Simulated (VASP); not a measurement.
Input of a VASP 6.6.1 run:

INCAR

```
ALGO = Normal
EDIFF = 1E-6
ENCUT = 520
GGA = PE
ISIF = 2
ISMEAR = 0
LASPH = T
LCHARG = F
LREAL = F
LWAVE = F
NBANDS = 26
NELM = 100
PREC = Accurate
SIGMA = 0.05
```

KPOINTS

```
k-points
0
Gamma
  12 12 6
```

POSCAR

```
GaN
1.0
    3.2184289164      0.0201151807      0.0000000000
   -1.5917942007      2.7771836115      0.0000000000
    0.0000000000      0.0000000000      5.2430304702
Ga N
2 2
Direct
    0.3333333333      0.6666666667      0.9991316875
    0.6666666667      0.3333333333      0.4991316875
    0.3333333333      0.6666666667      0.3758683125
    0.6666666667      0.3333333333      0.8758683125
```

Potentials or basis: VASP PAW PBE potentials, release 64 (Ga_d, N).

The run is started by

```sh
$ cat potpaw_PBE.64/Ga_d/POTCAR potpaw_PBE.64/N/POTCAR > POTCAR
$ mpirun -np 1 vasp_std > vasp.out
```

Task: What does it give for the pressure?

Result: 0.2 GPa.

Task: Predict the band gap on the k mesh.

Result: 1.69 eV, direct.

Task: What does it give for the largest force?

Result: 0.103 eV/Å.

Forces in eV/Å, atoms in the order of the input:
```
Ga  -0.085  0.002  0.002
Ga   0.085 -0.002  0.002
N   -0.103  0.002 -0.002
N    0.103 -0.002 -0.002
```

Caveat: the cell differs from its parent crystal (strain +0.0125 x Voigt [0, 0, 0, 0, 0, 1]).
